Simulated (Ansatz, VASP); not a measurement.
**One calculation of CoSn, two programs**

Contents of INCAR:

```
SYSTEM = CoSn
PREC = Accurate
ENCUT = 600
EDIFF = 1E-7
ISMEAR = 0
SIGMA = 0.1
LREAL = .FALSE.
LASPH = .TRUE.
NELM = 100
ALGO = Normal
ISIF = 3
LWAVE = .FALSE.
LCHARG = .FALSE.
GGA = PE
IBRION = 2
NSW = 100
EDIFFG = -0.005
```

KPOINTS

```
Automatic mesh
0
G
  9 9 8
  0 0 0
```

The input POSCAR:

```
CoSn
1.0
    5.2460399276      0.0000000000      0.0000000000
   -2.6230199638      4.5432038466      0.0000000000
    0.0000000000      0.0000000000      4.1875903000
Co Sn
3 3
Direct
    0.0000000000      0.5000000000      0.0000000000
    0.5000000000      0.5000000000      0.0000000000
    0.5000000000      0.0000000000      0.0000000000
    0.6666666700      0.3333333300      0.5000000000
    0.3333333300      0.6666666700      0.5000000000
    0.0000000000      0.0000000000      0.0000000000
```

Input for Ansatz:

```yaml
crystal:
  lattice:
    - [5.2460399276, 0.0, 0.0]
    - [-2.6230199638, 4.5432038466, 0.0]
    - [0.0, 0.0, 4.1875903]
  atoms:
    - { symbol: Co, position: [0.0, 0.5, 0.0] }
    - { symbol: Co, position: [0.5, 0.5, 0.0] }
    - { symbol: Co, position: [0.5, 0.0, 0.0] }
    - { symbol: Sn, position: [0.66666667, 0.33333333, 0.5] }
    - { symbol: Sn, position: [0.33333333, 0.66666667, 0.5] }
    - { symbol: Sn, position: [0.0, 0.0, 0.0] }
basis:
  ecutwfc: 420
kpoints:
  mp_grid: { grid: [9, 9, 8] }
hamiltonian:
  xc: pbe
scf:
  occupations: { method: gaussian, width: 0.1 }
output:
  forces: true
  stress: true
  eigenvalues: true
relax:
  adjacent_minimum: "off"
  f_tol: 0.005
  max_steps: 80
  cell: { stress_tol: 0.05 }
```

Alike in both runs: task relaxation of cell and atoms; functional PBE; k mesh 9 × 9 × 8; occupations gaussian, width 0.1 eV; no spin polarisation.

```csv
,VASP,Ansatz
version,VASP 6.6.1,Ansatz 0.2.0
potentials or method,"VASP PAW PBE potentials, release 64 (Co, Sn_d), cutoff 600 eV","scalar-relativistic, plane waves, PAW"
valence electrons in the cell,69,93
```

```tsv
	VASP	Ansatz	Ansatz less VASP
gap on the k mesh at the Fermi level, each at its own relaxed structure (eV)	none	none	-
relaxed volume (Å³/atom)	17.12	17.13	+0.012
relaxed cell length with the largest relative difference (Å)	4.228	4.230	+0.0022
```

A gap of «none» marks a metal or a gap that the smearing closes. VASP's potentials hold 69 valence electrons a cell and Ansatz's 93, so a difference there can come from the potentials and not from the codes.
